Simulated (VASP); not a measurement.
Wanted: the native input for a VASP 6.6.1 run.

| Property | Result |
| --- | --- |
| Task | single point |
| Functional | PBE |
| Potentials or basis | VASP PAW PBE potentials, release 64 (Cl) |
| Cutoff | 520 eV |
| k mesh | 14 × 14 × 8 |
| Occupations | fermi-dirac, width 0.08 eV |
| Spin | no spin polarisation |
| Dipole correction | no |
| Further INCAR settings | ALGO = Normal; EDIFF = 1e-06; NBANDS = 14 |

The structure of Cl lies in POSCAR:

```
Cl
1.0
    2.5339487350      0.0000000000      0.0000000000
   -1.2669743675      2.1944639764      0.0000000000
    0.0000000000      0.0000000000      3.7107762221
Cl
2
Direct
    0.3333333333      0.6666666667      0.2500000000
    0.6666666667      0.3333333333      0.7500000000
```

This cell differs from its parent crystal: volume scaled by 0.45.

The input as run:

INCAR

```
SYSTEM = Cl
PREC     = Accurate       ! precision mode
ENCUT    = 520            ! plane-wave cutoff, eV
EDIFF    = 1E-6           ! SCF threshold, eV
ISMEAR   = -1             ! smearing method
SIGMA    = 0.08           ! smearing width, eV
LREAL    = .FALSE.        ! projectors in reciprocal space
LASPH    = .TRUE.         ! aspherical terms in the spheres
NELM     = 100            ! most SCF steps
ALGO     = Normal         ! electronic algorithm
ISIF     = 2              ! what is computed and relaxed
LWAVE    = .FALSE.        ! write WAVECAR
LCHARG   = .FALSE.        ! write CHGCAR
GGA      = PE             ! functional
NBANDS   = 14             ! bands
```

KPOINTS

```
regular mesh
0
G
  14 14 8
  0 0 0
```

Potentials or basis: VASP PAW PBE potentials, release 64 (Cl).

Launch:

```bash
$ cat potpaw_PBE.64/Cl/POTCAR > POTCAR
$ mpirun -np 1 vasp_std > vasp.out
```

It gave:

```
Pressure               : 130.4 GPa
Band gap on the k mesh : zero (band 7 reaches 15.79 eV, above the bottom of band 8 at 10.26 eV)
```

It took 45 s on 1 thread of Intel(R) Xeon(R) Platinum 8375C CPU @ 2.90GHz (Ice Lake), with other jobs on the host, peak memory 0.14 GiB.
